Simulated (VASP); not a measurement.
A run of VASP 6.6.1:

INCAR

```
SYSTEM = KTaO3
PREC = Accurate ; ENCUT = 600
EDIFF = 1E-6 ; ISMEAR = -1
SIGMA = 0.05 ; LREAL = .False.
LASPH = .True. ; NELM = 60
ALGO = Normal ; ISIF = 3
LWAVE = .False. ; LCHARG = .False.
GGA = PS ; IBRION = 2
NSW = 60 ; EDIFFG = -0.01
PSTRESS = 300.0
```

KPOINTS

```
Automatic mesh
0
Gamma
  7 7 7
  0 0 0
```

The input POSCAR:

```
KTaO3
1.0
    3.9883000000      0.0000000000      0.0000000000
    0.0000000000      3.9883000000      0.0000000000
    0.0000000000      0.0000000000      3.9883000000
Ta K O
1 1 3
Direct
    0.0000000000      0.0000000000      0.0000000000
    0.5000000000      0.5000000000      0.5000000000
    0.0000000000      0.0000000000      0.5000000000
    0.0000000000      0.5000000000      0.0000000000
    0.5000000000      0.0000000000      0.0000000000
```

Potentials or basis: VASP PAW PBE potentials, release 64 (Ta_pv, K_sv, O).

Run with:

```console
$ cat potpaw_PBE.64/Ta_pv/POTCAR potpaw_PBE.64/K_sv/POTCAR potpaw_PBE.64/O/POTCAR > POTCAR
$ mpirun -np 1 vasp_std > vasp.out
```

Hardware: 1 thread of Intel Xeon 8259CL, on a shared host.

**Question.** How long does it take, and how much memory?

**Answer.** Run time: 3.6 min on 1 thread of Intel Xeon 8259CL, on a shared host, peak memory 0.21 GiB. Counts: scf iterations 50, k points 20, ion steps 5.
